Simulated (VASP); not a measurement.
# Ag (Im-3m) in VASP: settings compared

Ag is run at these levels: PBEsol+D3(BJ), PBEsol+D4, PBEsol; tasks: relaxation of cell and atoms, single point.

All numbers are computed with VASP 6.6.1; they aren't measurements. Logs are shortened: lines on timing, memory, paths and dates and some standing lists are left out, and cuts for length are marked.

## Step 1: The cell of the first run

The structure is cubic, space group Im-3m (No. 229). The conventional cell has a = 3.311 Å, b = 3.311 Å, c = 3.311 Å, α = 90.00°, β = 90.00°, γ = 90.00°. Ag (site symmetry m-3m) has 14 Ag at 2.87 to 3.31 Å within 3.8 Å.

## Step 2: Relaxation of cell and atoms, PBEsol+D3(BJ)

INCAR

```
PREC = Accurate
ENCUT = 600
EDIFF = 1E-7
ISMEAR = -1
SIGMA = 0.05
LREAL = False
LASPH = True
NELM = 100
ALGO = Normal
ISIF = 3
LWAVE = False
LCHARG = False
GGA = PS
IVDW = 12
IBRION = 2
NSW = 80
EDIFFG = -0.005
```

KPOINTS

```
Automatic mesh
0
Gamma
  11 11 11
```

POSCAR

```
Ag
1.0
   -1.6556540000      1.6556540000      1.6556540000
    1.6556540000     -1.6556540000      1.6556540000
    1.6556540000      1.6556540000     -1.6556540000
Ag
1
Direct
    0.0000000000      0.0000000000      0.0000000000
```

Potentials or basis: VASP PAW PBE potentials, release 64 (Ag).

Run with:

```bash
cat potpaw_PBE.64/Ag/POTCAR > POTCAR
mpirun -np 1 vasp_std > vasp.out
```

OUTCAR:

```text
PREC = Accurate
   ENCUT = 600
   EDIFF = 1E-7
   ISMEAR = -1
   LREAL = False
   LASPH = True
   NELM = 100
   ISIF = 3
   GGA = PS
   IVDW = 12
   IBRION = 2
   NSW = 80
   EDIFFG = -0.005
 IVDW          = 12

 ion  position               nearest neighbor table
   1  0.000  0.000  0.000-

  LATTYP: Found a body centered cubic cell.
 ALAT       =     3.3113080000

  Lattice vectors:

 A1 = (  -1.6556540000,   1.6556540000,   1.6556540000)
 A2 = (   1.6556540000,  -1.6556540000,   1.6556540000)
 A3 = (   1.6556540000,   1.6556540000,  -1.6556540000)

Analysis of symmetry for initial positions (statically):
=====================================================================
 Subroutine PRICEL returns:
 Original cell was already a primitive cell.

 Routine SETGRP: Setting up the symmetry group for a
 body centered cubic supercell.

 Subroutine GETGRP returns: Found 48 space group operations
[... 9 lines left out ...]

 Routine SETGRP: Setting up the symmetry group for a
 body centered cubic supercell.

 Subroutine GETGRP returns: Found 48 space group operations
[... 11 lines left out ...]
                                     Primitive cell

  volume of cell :      18.1538

  direct lattice vectors                    reciprocal lattice vectors
    -1.655654000  1.655654000  1.655654000     0.000000000  0.301995465  0.301995465
     1.655654000 -1.655654000  1.655654000     0.301995465  0.000000000  0.301995465
     1.655654000  1.655654000 -1.655654000     0.301995465  0.301995465  0.000000000

  length of vectors
     2.867676848  2.867676848  2.867676848     0.427086083  0.427086083  0.427086083

  position of ions in fractional coordinates (direct lattice)
     0.000000000  0.000000000  0.000000000

  ion indices of the primitive-cell ions
   primitive index   ion index
                 1           1

----------------------------------------------------------------------------------------

 KPOINTS: Automatic mesh

Automatic generation of k-mesh.
 Grid dimensions read from file:
 generate k-points for:   11   11   11

 Generating k-lattice:

  Cartesian coordinates                     Fractional coordinates (reciprocal lattice)
     0.000000000  0.027454133  0.027454133     0.090909091  0.000000000  0.000000000
     0.027454133  0.000000000  0.027454133     0.000000000  0.090909091  0.000000000
     0.027454133  0.027454133  0.000000000     0.000000000  0.000000000  0.090909091

  Length of vectors
     0.038826008  0.038826008  0.038826008

  Shift w.r.t. Gamma in fractional coordinates (k-lattice)
     0.000000000  0.000000000  0.000000000

 Subroutine IBZKPT returns following result:
 ===========================================

 Found     56 irreducible k-points:

 Following reciprocal coordinates:
            Coordinates               Weight
  0.000000  0.000000  0.000000      1.000000
  0.090909  0.000000  0.000000     12.000000
  0.181818  0.000000  0.000000     12.000000
  0.272727  0.000000  0.000000     12.000000
  0.363636  0.000000  0.000000     12.000000
  0.454545  0.000000  0.000000     12.000000
[... 16 lines left out ...]
  0.272727  0.181818  0.090909     48.000000
  0.363636  0.181818  0.090909     24.000000
 [... further k-points ...]
   k-points           NKPTS =     56   k-points in BZ     NKDIM =     56   number of bands    NBANDS=      9
   number of dos      NEDOS =    301   number of ions     NIONS =      1
   total plane-waves  NPLWV =  13824
   dimension x,y,z NGX =    24 NGY =   24 NGZ =   24
   dimension x,y,z NGXF=    48 NGYF=   48 NGZF=   48
   ions per type =               1
   NGX,Y,Z   is equivalent  to a cutoff of  13.91, 13.91, 13.91 a.u.
   NGXF,Y,Z  is equivalent  to a cutoff of  27.83, 27.83, 27.83 a.u.
 SYSTEM =  unknown system
   PREC   = accura    normal or accurate (medium, high low for compatibility)
   ISTART =      0    job   : 0-new  1-cont  2-samecut
   ICHARG =      2    charge: 1-file 2-atom 10-const
   ISPIN  =      1    spin polarized calculation?
   LNONCOLLINEAR =      F non collinear calculations
   LSORBIT =      F    spin-orbit coupling
   LASPH  =      T    aspherical Exc in radial PAW
   ENCUT  =  600.0 eV  44.10 Ry    6.64 a.u.   5.73  5.73  5.73*2*pi/ulx,y,z
   NELM   =    100;   NELMIN=  2; NELMDL= -5     # of ELM steps
   EDIFF  = 0.1E-06   stopping-criterion for ELM
   LREAL  =      F    real-space projection
   EDIFFG = -.5E-02   stopping-criterion for IOM
   NSW    =     80    number of steps for IOM
   IBRION =      2    ionic relax: 0-MD 1-quasi-New 2-CG
   NFREE  =      1    steps in history (QN), initial steepest desc. (CG)
   ISIF   =      3    stress and relaxation
   ISYM   =      2    0-nonsym 1-usesym 2-fastsym
   POTIM  = 0.5000    time-step for ionic-motion
   TEBEG  =    0.0;   TEEND  =   0.0 temperature during run
   PSTRESS=    0.0 pullay stress
   NELECT =      11.0000    total number of electrons
   NUPDOWN=      -1.0000    fix difference up-down
   EMIN   =  10.00;   EMAX   =-10.00  energy-range for DOS
   EFERMI =   0.00;   METHOD = LEGACY
   ISMEAR =    -1;   SIGMA  =   0.05  broadening in eV -4-tet -1-fermi 0-gaus
   EFERMI_NEDOS =   21; number of points for ismear=-14 and -15
   IALGO  =     38    algorithm
   IMIX   =      4    mixing-type and parameters
     AMIX     =   0.40;   BMIX     =  1.00
     AMIX_MAG =   1.60;   BMIX_MAG =  1.00
  volume/ion in A,a.u.               =      18.15       122.51
  Fermi-wavevector in a.u.,A,eV,Ry     =   1.385318  2.617871 26.111022  1.919106
  Thomas-Fermi vector in A             =   2.509739
   LORBIT       =      0    0 simple, 1 ext, 2 COOP (PROOUT), +10 PAW based schemes
   GGA     = PS    functional components
   LHFCALC =     F    Hartree Fock is set to
   AEXX    =    0.0000 exact exchange contribution
   IVDW    =    12    specifies the selected vdW correction
   LEPSILON=     F    determine dielectric tensor
   LRPA    =     F    only Hartree local field effects (RPA)
 conjugate gradient relaxation of ions
 non-spin polarized calculation
  energy-cutoff  :      600.00
  volume of cell :       18.15
 maximum number of plane-waves:       621
   NGX = 11   NGY = 11   NGZ = 11

--------------------------------------- Ionic step        1  -------------------------------------------

 number of electron      11.0000001 magnetization

 Free energy of the ion-electron system (eV)
  ---------------------------------------------------
  ext. energy  EPLUGINS =         0.00000000
  ---------------------------------------------------
  free energy    TOTEN  =        -3.24699455 eV

  energy without entropy =       -3.24352527  energy(sigma->0) =       -3.24525991

------------------------ aborting loop because EDIFF is reached ----------------------------------------

 Edisp (eV)   -0.51139

 E8    (eV) :    -0.3392

  FORCE on cell =-STRESS in cart. coord.  units (eV):
  Direction    XX          YY          ZZ          XY          YZ          ZX
  --------------------------------------------------------------------------------------
  -------------------------------------------------------------------------------------
  Total      -1.37075    -1.37075    -1.37075     0.00000     0.00000     0.00000
  in kB    -120.97586  -120.97586  -120.97586     0.00000     0.00000     0.00000
  external pressure =     -120.98 kB  Pullay stress =        0.00 kB
[... 20 lines left out ...]
  energy  without entropy=       -3.7549148069  energy(sigma->0) =       -3.75664945

--------------------------------------- Ionic step        2  -------------------------------------------

 number of electron      10.9999998 magnetization

 E-fermi :  10.3719     XC(G=0): -13.2833

 val. band max:       10.3621266341   @ k =  -0.3636   0.4545   0.0909
 cond. band min:      10.4242022020   @ k =  -0.2727   0.4545   0.0909
 fundamental gap:      0.0620755679
 Fermi energy:        10.3719407629

 k-point     1 :       0.0000    0.0000    0.0000
  band No.  band energies     occupation
      1       1.4383      2.00000
      2       4.8902      2.00000
      3       4.8902      2.00000
      4       4.8902      2.00000
      5       6.5916      2.00000
      6       6.5916      2.00000
      7      28.7669      0.00000
      8      28.7669      0.00000
      9      28.7669      0.00000
[... 265 lines left out ...]
 k-point    24 :       0.3636    0.1818    0.0909
  band No.  band energies     occupation
      1       3.6993      2.00000
      2       4.0712      2.00000
      3       5.6792      2.00000
      4       6.6669      2.00000
      5       6.8235      2.00000
      6      13.4166      0.00000
      7      15.6798      0.00000
      8      20.1575      0.00000
      9      22.8179      0.00000

 [... further k-points ...]

------------------------ aborting loop because EDIFF is reached ----------------------------------------

 Edisp (eV)   -0.63113

 E8    (eV) :    -0.4189

  FORCE on cell =-STRESS in cart. coord.  units (eV):
  Direction    XX          YY          ZZ          XY          YZ          ZX
  --------------------------------------------------------------------------------------
  -------------------------------------------------------------------------------------
  Total       1.25467     1.25467     1.25467     0.00000    -0.00000    -0.00000
  in kB     135.95940   135.95940   135.95940     0.00000    -0.00000    -0.00000
  external pressure =      135.96 kB  Pullay stress =        0.00 kB
[... 137 lines left out ...]
  energy  without entropy=       -3.8459884631  energy(sigma->0) =       -3.84836578

--------------------------------------- Ionic step        6  -------------------------------------------

 number of electron      11.0000001 magnetization

 Free energy of the ion-electron system (eV)
  ---------------------------------------------------
  ext. energy  EPLUGINS =         0.00000000
  ---------------------------------------------------
  free energy    TOTEN  =        -3.26906855 eV

  energy without entropy =       -3.26430558  energy(sigma->0) =       -3.26668706

 E-fermi :   9.1097     XC(G=0): -12.7879

 val. band max:        9.1027352330   @ k =  -0.2727   0.4545   0.0909
 cond. band min:       9.1476003603   @ k =  -0.4545   0.4545   0.0909
 fundamental gap:      0.0448651273
 Fermi energy:         9.1097373581

 k-point     1 :       0.0000    0.0000    0.0000
  band No.  band energies     occupation
      1       0.8337      2.00000
      2       3.9990      2.00000
      3       3.9990      2.00000
      4       3.9990      2.00000
      5       5.4941      2.00000
      6       5.4941      2.00000
      7      27.2879      0.00000
      8      27.2879      0.00000
      9      27.2879      0.00000
[... 265 lines left out ...]
 k-point    24 :       0.3636    0.1818    0.0909
  band No.  band energies     occupation
      1       2.9648      2.00000
      2       3.2947      2.00000
      3       4.7283      2.00000
      4       5.5526      2.00000
      5       5.6880      2.00000
      6      12.0031      0.00000
      7      13.9464      0.00000
      8      18.3946      0.00000
      9      20.9915      0.00000

 [... further k-points ...]

------------------------ aborting loop because EDIFF is reached ----------------------------------------

 Edisp (eV)   -0.58168

 E8    (eV) :    -0.3861

  FORCE on cell =-STRESS in cart. coord.  units (eV):
  Direction    XX          YY          ZZ          XY          YZ          ZX
  --------------------------------------------------------------------------------------
  -------------------------------------------------------------------------------------
  Total       0.00003     0.00003     0.00003    -0.00000    -0.00000     0.00000
  in kB       0.00265     0.00265     0.00265    -0.00000    -0.00000     0.00000
  external pressure =        0.00 kB  Pullay stress =        0.00 kB
[... 16 lines left out ...]
  FREE ENERGIE OF THE ION-ELECTRON SYSTEM (eV)
  ---------------------------------------------------
  free  energy   TOTEN  =        -3.8507487307 eV

  energy  without entropy=       -3.8459857606  energy(sigma->0) =       -3.84836725

 reached required accuracy - stopping structural energy minimisation
```

Wall time 20 s (1 thread of Intel Xeon 6975P-C, shared host); peak memory 0.16 GiB.

Results:

- Free energy: -3.8507 eV
- Relaxed volume: 16.02 Å³/atom
- Relaxed cell: a = 2.750 Å, b = 2.750 Å, c = 2.750 Å, α = 109.47°, β = 109.47°, γ = 109.47°
- Space group after relaxing (to 0.05 Å): Im-3m (No. 229)
- Energy gained by relaxing: 92.4 meV/atom
- Ionic steps: 6
- Pressure after relaxing: 0.0 GPa
- Dispersion energy per atom: -0.582 eV

Step by step:
| step | energy change (eV) | largest force (eV/Å) | pressure (GPa) | volume (Å³) |
| --- | --- | --- | --- | --- |
| 1 | 0.0000 | 0.0000 | -12.10 | 18.15 |
| 2 | -0.0445 | 0.0000 | 13.60 | 14.79 |
| 3 | -0.0924 | 0.0000 | -0.16 | 16.04 |
| 4 | -0.0924 | 0.0000 | 0.17 | 16.00 |
| 5 | -0.0924 | 0.0000 | -0.10 | 16.03 |
| 6 | -0.0924 | 0.0000 | 0.00 | 16.02 |

Final structure:
```
CELL_PARAMETERS angstrom
-1.58800 1.58800 1.58800
1.58800 -1.58800 1.58800
1.58800 1.58800 -1.58800
ATOMIC_POSITIONS crystal
Ag 0.00000 0.00000 0.00000
```

Levels at points of the mesh, in eV from the Fermi level:
| k point | band 2 | band 3 | band 4 | band 5 | band 6 | band 7 | band 8 | band 9 |
| --- | --- | --- | --- | --- | --- | --- | --- | --- |
| (0.00, 0.00, 0.00) | -5.11 | -5.11 | -5.11 | -3.62 | -3.62 | 18.18 | 18.18 | 18.18 |

Caveat: the PAW data sets were made with another functional, which shifts forces and pressure a little; pairwise dispersion overbinds metals, which lowers pressure and volume.

## Step 3: Relaxation of cell and atoms, PBEsol+D4

INCAR

```
  PREC = Accurate
  ENCUT = 600
  EDIFF = 1E-7
  ISMEAR = -1
  SIGMA = 0.05
  LREAL = F
  LASPH = T
  NELM = 60
  ALGO = Normal
  ISIF = 3
  LWAVE = F
  LCHARG = F
  GGA = PS
  IVDW = 13
  IBRION = 2
  NSW = 80
  EDIFFG = -0.005
```

KPOINTS

```
regular mesh
0
Gamma
  11 11 11
```

POSCAR is that of step 2.

Potentials or basis: VASP PAW PBE potentials, release 64 (Ag).

Run with:

```bash
cat potpaw_PBE.64/Ag/POTCAR > POTCAR
mpirun -np 1 vasp_std > vasp.out
```

Run time: 22 s. Hardware: 1 thread of Intel Xeon 6975P-C, shared host; peak memory 0.16 GiB.

Results (log left out):

```
Free energy                            : -3.6227 eV
Relaxed volume                         : 16.34 Å³/atom
Relaxed cell                           : a = 2.769 Å, b = 2.769 Å, c = 2.769 Å, α = 109.47°, β = 109.47°, γ = 109.47°
Space group after relaxing (to 0.05 Å) : Im-3m (No. 229)
Energy gained by relaxing              : 63.6 meV/atom
Ionic steps                            : 6
Pressure after relaxing                : 0.0 GPa
Dispersion energy per atom             : -0.344 eV
```

Step by step:
| step | energy change (eV) | largest force (eV/Å) | pressure (GPa) | volume (Å³) |
| --- | --- | --- | --- | --- |
| 1 | 0.0000 | 0.0000 | -10.04 | 18.15 |
| 2 | -0.0347 | 0.0000 | 9.77 | 15.33 |
| 3 | -0.0636 | 0.0000 | -0.08 | 16.35 |
| 4 | -0.0636 | 0.0000 | 0.17 | 16.32 |
| 5 | -0.0636 | 0.0000 | -0.09 | 16.36 |
| 6 | -0.0636 | 0.0000 | 0.00 | 16.34 |

Final structure:
```
Ag
1.0
    -1.59867    1.59867    1.59867
     1.59867   -1.59867    1.59867
     1.59867    1.59867   -1.59867
Ag
1
Direct
  0.00000 0.00000 0.00000
```

Levels at points of the mesh, in eV from the Fermi level:
| k point | band 4 | band 5 | band 6 | band 7 | band 8 | band 9 |
| --- | --- | --- | --- | --- | --- | --- |
| (0.00, 0.00, 0.00) | -5.03 | -3.58 | -3.58 | 18.12 | 18.12 | 18.12 |

Caveat: the PAW data sets were made with another functional, which shifts forces and pressure a little; pairwise dispersion overbinds metals, which lowers pressure and volume.

## Step 4: Single point, PBEsol

This run uses another cell than the first one, of 14.84 Å³/atom, 0.818 times its volume.

INCAR

```
SYSTEM = Ag
PREC     = Accurate       ! precision mode
ENCUT    = 520            ! plane-wave cutoff, eV
EDIFF    = 1E-6           ! SCF threshold, eV
ISMEAR   = -1             ! smearing method
SIGMA    = 0.05           ! smearing width, eV
LREAL    = .FALSE.        ! projectors in reciprocal space
LASPH    = .TRUE.         ! aspherical terms in the spheres
NELM     = 100            ! most SCF steps
ALGO     = Normal         ! electronic algorithm
ISIF     = 2              ! what is computed and relaxed
LWAVE    = .FALSE.        ! write WAVECAR
LCHARG   = .FALSE.        ! write CHGCAR
GGA      = PS             ! functional
NBANDS   = 12             ! bands
```

KPOINTS

```
regular mesh
0
G
  11 11 11
  0 0 0
```

POSCAR

```
Ag
1.0
   -1.5481626945      1.5481626945      1.5481626945
    1.5481626945     -1.5481626945      1.5481626945
    1.5481626945      1.5481626945     -1.5481626945
Ag
1
Direct
    0.0000000000      0.0000000000      0.0000000000
```

Run with:

```bash
cat potpaw_PBE.64/Ag/POTCAR > POTCAR
mpirun -np 1 vasp_std > vasp.out
```

Wall time 6.2 s (1 thread of AMD EPYC 9R45 (Zen 5), shared host); peak memory 0.1 GiB.

The run converged. Its results:

* Free energy: -3.1776 eV
* Pressure: 19.6 GPa

Levels at points of the mesh, in eV from the Fermi level:
```csv
k point,band 3,band 4,band 5,band 6,band 7,band 8,band 9,band 10
"(0.00, 0.00, 0.00)",-5.46,-5.46,-3.77,-3.77,18.39,18.39,18.39,26.13
```

Caveat: the PAW data sets were made with another functional, which shifts forces and pressure a little.

## Step 5: Single point, PBEsol

This run uses another cell than the first one, of 14.24 Å³/atom, 0.785 times its volume.

INCAR

```
PREC = Accurate ; ENCUT = 520
EDIFF = 1E-6 ; ISMEAR = -1
SIGMA = 0.05 ; LREAL = F
LASPH = T ; NELM = 100
ALGO = Normal ; ISIF = 2
LWAVE = F ; LCHARG = F
GGA = PS ; NBANDS = 12
```

KPOINTS

```
Automatic mesh
0
Gamma
  11 11 11
```

POSCAR

```
Ag
1.0
   -1.5270681467      1.5270681467      1.5270681467
    1.5270681467     -1.5270681467      1.5270681467
    1.5270681467      1.5270681467     -1.5270681467
Ag
1
Direct
    0.0000000000      0.0000000000      0.0000000000
```

Run with:

```bash
cat potpaw_PBE.64/Ag/POTCAR > POTCAR
mpirun -np 1 vasp_std > vasp.out
```

Run time: 5.9 s. Hardware: 1 thread of AMD EPYC 9R45 (Zen 5), shared host; peak memory 0.09 GiB.

The run converged. Its results:

| Quantity | Value |
| --- | --- |
| Free energy | -3.0863 eV |
| Pressure | 29.5 GPa |

Levels at points of the mesh, in eV from the Fermi level:
| k point | band 3 | band 4 | band 5 | band 6 | band 7 | band 8 | band 9 | band 10 |
| --- | --- | --- | --- | --- | --- | --- | --- | --- |
| (0.00, 0.00, 0.00) | -5.68 | -5.68 | -3.87 | -3.87 | 18.47 | 18.47 | 18.47 | 26.65 |

Caveat: the PAW data sets were made with another functional, which shifts forces and pressure a little.

## Step 6: The runs side by side

```tsv
task	level	cell	cutoff (eV)	gap on the mesh (eV)	pressure (GPa)	relaxed volume (Å³/atom)
relaxation of cell and atoms	PBEsol+D3(BJ)	relaxed from a = 2.868 Å, angles 109.5°, 1 atom	600	none	0.0	16.02
relaxation of cell and atoms	PBEsol+D4	relaxed from a = 2.868 Å, angles 109.5°, 1 atom	600	none	0.0	16.34
single point	PBEsol	a = 2.681 Å, angles 109.5°, 1 atom	520	none	19.6	-
single point	PBEsol	a = 2.645 Å, angles 109.5°, 1 atom	520	none	29.5	-
```

Alike in all rows: potentials or basis VASP PAW PBE potentials, release 64 (Ag); no spin polarisation; k mesh 11 × 11 × 11; smearing fermi-dirac 0.05 eV.

Caveats: the PAW data sets were made with another functional, which shifts forces and pressure a little; pairwise dispersion overbinds metals, which lowers pressure and volume (some runs).

Absolute energies hang on the potentials; compare differences alone.
